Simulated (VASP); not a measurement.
# TiAl (P-6m2) in VASP: single point with B3LYP

Aim: the single point of TiAl with B3LYP.

All numbers are computed with VASP 6.6.1; they aren't measurements. Logs are shortened: lines on timing, memory, paths and dates and some standing lists are left out, and cuts for length are marked.

### 1 The cell of the first run

Symmetry: P-6m2, No. 187, hexagonal system. The conventional cell has a = 2.893 Å, b = 2.893 Å, c = 4.650 Å, α = 90.00°, β = 90.00°, γ = 120.00°. Within 3.8 Å of Ti (site symmetry -6m2) lie 6 Al at 2.86 Å and 6 Ti at 2.89 Å. Al (site symmetry -6m2) has 6 Ti at 2.86 Å and 6 Al at 2.89 Å within 3.8 Å.

### 2 Single point, B3LYP

Contents of POSCAR:

```
TiAl
1.0
    2.8927496385      0.0000000000      0.0000000000
   -1.4463748192      2.5051946738      0.0000000000
    0.0000000000      0.0000000000      4.6503125341
Ti Al
1 1
Direct
    0.0000000000      0.0000000000      0.0000000000
    0.3333333333      0.6666666667      0.5000000000
```

Contents of INCAR.step1:

```
SYSTEM = TiAl
ALGO = Normal
EDIFF = 1E-5
ENCUT = 520
GGA = PE
ISIF = 2
ISMEAR = -1
LASPH = .TRUE.
LCHARG = .FALSE.
LREAL = .FALSE.
LWAVE = .TRUE.
NBANDS = 14
NELM = 80
PREC = Accurate
SIGMA = 0.05
```

Contents of INCAR.step2:

```
SYSTEM = TiAl
AEXX = 0.2
AGGAC = 0.81
AGGAX = 0.72
ALDAC = 0.19
ALGO = Normal
EDIFF = 1E-7
ENCUT = 520
GGA = B3
ISIF = 2
ISMEAR = -1
ISTART = 1
LASPH = .TRUE.
LCHARG = .FALSE.
LHFCALC = .TRUE.
LREAL = .FALSE.
LWAVE = .FALSE.
NBANDS = 14
NELM = 80
PREC = Accurate
PRECFOCK = Normal
SIGMA = 0.05
```

Contents of KPOINTS:

```
k-points
0
G
  6 6 3
  0 0 0
```

Potentials or basis: VASP PAW PBE potentials, release 64 (Ti_sv, Al).

Run with:

```bash
$ cat potpaw_PBE.64/Ti_sv/POTCAR potpaw_PBE.64/Al/POTCAR > POTCAR
$ cp INCAR.step1 INCAR
$ mpirun -np 1 vasp_std > vasp.out
$ cp INCAR.step2 INCAR
$ mpirun -np 1 vasp_std > vasp.out
```

OUTCAR:

```text
SYSTEM = TiAl
   AEXX = 0.2
   EDIFF = 1E-7
   ENCUT = 520
   GGA = B3
   ISIF = 2
   ISMEAR = -1
   ISTART = 1
   LASPH = .TRUE.
   LHFCALC = .TRUE.
   LREAL = .FALSE.
   NELM = 80
   PREC = Accurate
   PRECFOCK = Normal

 ion  position               nearest neighbor table
   1  0.000  0.000  0.000-   2 2.86   2 2.86   2 2.86   2 2.86   2 2.86   2 2.86
   2  0.333  0.667  0.500-   1 2.86   1 2.86   1 2.86   1 2.86   1 2.86   1 2.86

  LATTYP: Found a hexagonal cell.
 ALAT       =     2.8927496385
 C/A-ratio  =     1.6075751846

  Lattice vectors:

 A1 = (   2.8927496385,   0.0000000000,   0.0000000000)
 A2 = (  -1.4463748192,   2.5051946738,   0.0000000000)
 A3 = (   0.0000000000,   0.0000000000,   4.6503125341)

Analysis of symmetry for initial positions (statically):
=====================================================================
 Subroutine PRICEL returns:
 Original cell was already a primitive cell.

 Routine SETGRP: Setting up the symmetry group for a
 hexagonal supercell.

 Subroutine GETGRP returns: Found 12 space group operations
 (whereof 12 operations were pure point group operations)
 out of a pool of 24 trial point group operations.

The static configuration has the point symmetry D_3h.

Analysis of symmetry for dynamics (positions and initial velocities):
=====================================================================
 Subroutine PRICEL returns:
 Original cell was already a primitive cell.

 Routine SETGRP: Setting up the symmetry group for a
 hexagonal supercell.

 Subroutine GETGRP returns: Found 12 space group operations
 (whereof 12 operations were pure point group operations)
 out of a pool of 24 trial point group operations.

The dynamic configuration has the point symmetry D_3h.

 Subroutine INISYM returns: Found 12 space group operations
 (whereof 12 operations are pure point group operations),
 and found     1 'primitive' translations

----------------------------------------------------------------------------------------

                                     Primitive cell

  volume of cell :      33.7004

  direct lattice vectors                    reciprocal lattice vectors
     2.892749639  0.000000000  0.000000000     0.345691859  0.199585288  0.000000000
    -1.446374819  2.505194674  0.000000000     0.000000000  0.399170576  0.000000000
     0.000000000  0.000000000  4.650312534     0.000000000  0.000000000  0.215039310

  length of vectors
     2.892749639  2.892749639  4.650312534     0.399170576  0.399170576  0.215039310

  position of ions in fractional coordinates (direct lattice)
     0.000000000  0.000000000  0.000000000
     0.333333333  0.666666667  0.500000000

  ion indices of the primitive-cell ions
   primitive index   ion index
                 1           1
                 2           2

----------------------------------------------------------------------------------------

 KPOINTS: k-points

Automatic generation of k-mesh.
 Grid dimensions read from file:
 generate k-points for:    6    6    3

 Generating k-lattice:

  Cartesian coordinates                     Fractional coordinates (reciprocal lattice)
     0.057615310  0.033264215  0.000000000     0.166666667  0.000000000  0.000000000
     0.000000000  0.066528429  0.000000000     0.000000000  0.166666667  0.000000000
     0.000000000  0.000000000  0.071679770     0.000000000  0.000000000  0.333333333

  Length of vectors
     0.066528429  0.066528429  0.071679770

  Shift w.r.t. Gamma in fractional coordinates (k-lattice)
     0.000000000  0.000000000  0.000000000

 Subroutine IBZKPT returns following result:
 ===========================================

 Found     14 irreducible k-points:

 Following reciprocal coordinates:
            Coordinates               Weight
  0.000000  0.000000  0.000000      1.000000
  0.166667  0.000000  0.000000      6.000000
  0.333333  0.000000  0.000000      6.000000
  0.500000  0.000000  0.000000      3.000000
  0.166667  0.166667  0.000000      6.000000
  0.333333  0.166667  0.000000     12.000000
  0.333333  0.333333  0.000000      2.000000
  0.000000  0.000000  0.333333      2.000000
  0.166667  0.000000  0.333333     12.000000
  0.333333  0.000000  0.333333     12.000000
  0.500000  0.000000  0.333333      6.000000
  0.166667  0.166667  0.333333     12.000000
  0.333333  0.166667  0.333333     24.000000
  0.333333  0.333333  0.333333      4.000000
   k-points           NKPTS =     14   k-points in BZ     NKDIM =    108   number of bands    NBANDS=     14
   number of dos      NEDOS =    301   number of ions     NIONS =      2
   total plane-waves  NPLWV =  20736
   dimension x,y,z NGX =    24 NGY =   24 NGZ =   36
   dimension x,y,z NGXF=    48 NGYF=   48 NGZF=   72
   ions per type =               1   1
   NGX,Y,Z   is equivalent  to a cutoff of  13.79, 13.79, 12.87 a.u.
   NGXF,Y,Z  is equivalent  to a cutoff of  27.59, 27.59, 25.74 a.u.
 SYSTEM =  TiAl
   PREC   = accura    normal or accurate (medium, high low for compatibility)
   ISTART =      1    job   : 0-new  1-cont  2-samecut
   ICHARG =      0    charge: 1-file 2-atom 10-const
   ISPIN  =      1    spin polarized calculation?
   LNONCOLLINEAR =      F non collinear calculations
   LSORBIT =      F    spin-orbit coupling
   LASPH  =      T    aspherical Exc in radial PAW
   ENCUT  =  520.0 eV  38.22 Ry    6.18 a.u.   5.38  5.38  8.65*2*pi/ulx,y,z
   NELM   =     80;   NELMIN=  2; NELMDL=  0     # of ELM steps
   EDIFF  = 0.1E-06   stopping-criterion for ELM
   LREAL  =      F    real-space projection
   EDIFFG = 0.1E-05   stopping-criterion for IOM
   NSW    =      0    number of steps for IOM
   IBRION =     -1    ionic relax: 0-MD 1-quasi-New 2-CG
   NFREE  =      0    steps in history (QN), initial steepest desc. (CG)
   ISIF   =      2    stress and relaxation
   ISYM   =      3    0-nonsym 1-usesym 2-fastsym
   POTIM  = 0.5000    time-step for ionic-motion
   TEBEG  =    0.0;   TEEND  =   0.0 temperature during run
   PSTRESS=    0.0 pullay stress
   NELECT =      15.0000    total number of electrons
   NUPDOWN=      -1.0000    fix difference up-down
   EMIN   =  10.00;   EMAX   =-10.00  energy-range for DOS
   EFERMI =   0.00;   METHOD = LEGACY
   ISMEAR =    -1;   SIGMA  =   0.05  broadening in eV -4-tet -1-fermi 0-gaus
   EFERMI_NEDOS =   21; number of points for ismear=-14 and -15
   IALGO  =     38    algorithm
   IMIX   =      1    mixing-type and parameters
     AMIX     =   0.40;   BMIX     =  1.00
     AMIX_MAG =   1.60;   BMIX_MAG =  1.00
  volume/ion in A,a.u.               =      16.85       113.71
  Fermi-wavevector in a.u.,A,eV,Ry     =   1.249953  2.362069 21.257512  1.562383
  Thomas-Fermi vector in A             =   2.383970
   LORBIT       =      0    0 simple, 1 ext, 2 COOP (PROOUT), +10 PAW based schemes
   GGA     = B3    functional components
   LHFCALC =     T    Hartree Fock is set to
   PRECFOCK=normal    Normal, Fast or Accurate (Low or Medium for compatibility)
   ENCUT4O =  -1.0   cutoff for four orbital integrals eV
   NKREDX  =     1    reduce k-point grid by
   NKREDY  =     1    reduce k-point grid by
   NKREDZ  =     1    reduce k-point grid by
   AEXX    =    0.2000 exact exchange contribution
   HFSCREEN=    0.0000 screening length (either q_TF or 0.3 A-1)
   HFSCREENC=   0.0000 screening length for correlation (either q_TF or 0.3 A-1)
   ENCUTFOCK=  -1.0 apply spherical cutoff to Coloumb kernel
   IVDW    =     0    specifies the selected vdW correction
   LEPSILON=     F    determine dielectric tensor
   LRPA    =     F    only Hartree local field effects (RPA)
 non-spin polarized calculation
  energy-cutoff  :      520.00
  volume of cell :       33.70
 maximum number of plane-waves:       941
 NGX is ok and might be reduce to    24
  NGX = 18; NGY = 18; NGZ = 28

 number of electron      15.0000000 magnetization

 Free energy of the ion-electron system (eV)
  ---------------------------------------------------
  ext. energy  EPLUGINS =         0.00000000
  ---------------------------------------------------
  free energy    TOTEN  =       -12.86628784 eV

  energy without entropy =      -12.86339555  energy(sigma->0) =      -12.86484169

 E-fermi :   7.8368     XC(G=0):  -8.7214

 val. band max:        7.7520899927   @ k =   0.1667   0.1667   0.0000
 cond. band min:       8.2288186706   @ k =   0.3333   0.0000   0.3333
 fundamental gap:      0.4767286779
 Fermi energy:         7.8368388251

 k-point     1 :       0.0000    0.0000    0.0000
  band No.  band energies     occupation
      1     -52.7241      2.00000
      2     -27.8801      2.00000
      3     -27.4660      2.00000
      4     -27.4660      2.00000
      5      -2.2665      2.00000
      6       4.9020      2.00000
      7       5.5914      2.00000
      8       9.9115      0.00000
      9       9.9115      0.00000
     10      11.5764      0.00000
     11      11.5764      0.00000
     12      12.7221      0.00000
     13      21.7353      0.00000
     14      21.7353      0.00000

 k-point     2 :       0.1667    0.0000    0.0000
  band No.  band energies     occupation
      1     -52.7011      2.00000
      2     -27.8533      2.00000
      3     -27.6138      2.00000
      4     -27.4982      2.00000
      5      -1.5259      2.00000
      6       5.6738      2.00000
      7       5.6913      2.00000
      8       9.1598      0.00000
      9      10.4472      0.00000
     10      11.3913      0.00000
     11      11.7414      0.00000
     12      12.8697      0.00000
     13      16.6927      0.00000
     14      19.1494      0.00000
[... 173 lines left out ...]
      1     -52.6314      2.00000
      2     -27.9666      2.00000
      3     -27.7766      2.00000
      4     -27.6700      2.00000
      5       2.9012      2.00000
      6       5.7058      2.00000
      7       6.6601      2.00000
      8       7.3225      1.99993
      9       9.2637      0.00000
     10      10.4171      0.00000
     11      11.7982      0.00000
     12      13.2553      0.00000
     13      14.3302      0.00000
     14      15.9922      0.00000

 k-point    14 :       0.3333    0.3333    0.3333
  band No.  band energies     occupation
      1     -52.6198      2.00000
      2     -27.8667      2.00000
      3     -27.8597      2.00000
      4     -27.7632      2.00000
      5       5.3968      2.00000
      6       5.6863      2.00000
      7       6.3256      2.00000
      8       6.7662      2.00000
      9       7.6280      1.96974
     10      10.6064      0.00000
     11      11.6663      0.00000
     12      12.4115      0.00000
     13      15.0164      0.00000
     14      15.5980      0.00000

------------------------ aborting loop because EDIFF is reached ----------------------------------------

  FORCE on cell =-STRESS in cart. coord.  units (eV):
  Direction    XX          YY          ZZ          XY          YZ          ZX
  --------------------------------------------------------------------------------------
  -------------------------------------------------------------------------------------
  Total       -0.0134221     -0.0134221     -0.0035955     -0.0000000      0.0000000      0.0000000
  in kB       -0.6381134     -0.6381134     -0.1709357     -0.0000000      0.0000000      0.0000000
  external PRESSURE =      -0.4823875 kB  Pullay stress =       0.0000000 kB

 VOLUME and BASIS-vectors are now :
 -----------------------------------------------------------------------------
  energy-cutoff  :      520.00
  volume of cell :       33.70
      direct lattice vectors                 reciprocal lattice vectors
     2.892749639  0.000000000  0.000000000     0.345691859  0.199585288  0.000000000
    -1.446374819  2.505194674  0.000000000     0.000000000  0.399170576  0.000000000
     0.000000000  0.000000000  4.650312534     0.000000000  0.000000000  0.215039310

 POSITION                                       TOTAL-FORCE (eV/Angst)
 -----------------------------------------------------------------------------------
      0.00000      0.00000      0.00000         0.000000     -0.000000      0.000000
     -0.00000      1.67013      2.32516        -0.000000      0.000000      0.000000
 -----------------------------------------------------------------------------------
    total drift:                               -0.000000      0.000001      0.000000

  FREE ENERGIE OF THE ION-ELECTRON SYSTEM (eV)
  ---------------------------------------------------
  free  energy   TOTEN  =       -12.8662878369 eV

  energy  without entropy=      -12.8633955481  energy(sigma->0) =      -12.86484169
```

Wall time 13 min (1 thread of Intel Xeon Platinum 8488C (Sapphire Rapids), shared host); peak memory 0.16 GiB.

Results:

| Property | Result |
| --- | --- |
| Free energy | -12.8663 eV |
| Pressure | 0.0 GPa |
| Band gap on the k mesh | zero (an odd number of electrons rules out a gap without spin polarisation) |

Caveat: the k points lie up to 0.45 Å⁻¹ apart, too coarse for converged energies and pressures of a metal; the PAW data sets were made with another functional, which shifts forces and pressure a little.

The gap in the log of VASP goes by the Fermi energy; the results here count the filled bands.